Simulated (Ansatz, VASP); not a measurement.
# Two plane-wave programs on ZnCu2SnS4

```
Zn Cu Sn S
1.0
    -2.71710    2.71710    5.42480
     2.71710   -2.71710    5.42480
     2.71710    2.71710   -5.42480
Zn Cu Sn S
1 2 1 4
Direct
  0.25000 0.75000 0.50000
  0.00000 0.00000 0.00000
  0.75000 0.25000 0.50000
  0.50000 0.50000 0.00000
  0.37161 0.88441 0.99960
  0.11559 0.11519 0.48720
  0.88481 0.37201 0.00040
  0.62799 0.62839 0.51280
```

Alike in both runs: task single point; functional PBE; k mesh 6 × 6 × 6; no spin polarisation.

|  | VASP | Ansatz |
| --- | --- | --- |
| version | VASP 6.6.1 | Ansatz 0.2.0 |
| potentials or method | VASP PAW PBE potentials, release 64 (Zn, Cu, Sn_d, S), cutoff 520 eV | plane waves, PAW |
| occupations | gaussian, width 0.01 eV | fixed |
| valence electrons in the cell | 72 | 88 |

|  | VASP | Ansatz | Ansatz less VASP |
| --- | --- | --- | --- |
| pressure (GPa) | 2.1 | 2.1 | -0.06 |
| traceless stress, the component that is largest in VASP (GPa) | -0.07 | -0.07 | +0.004 |

VASP's potentials hold 72 valence electrons a cell and Ansatz's 88, so a difference there can come from the potentials and not from the codes.
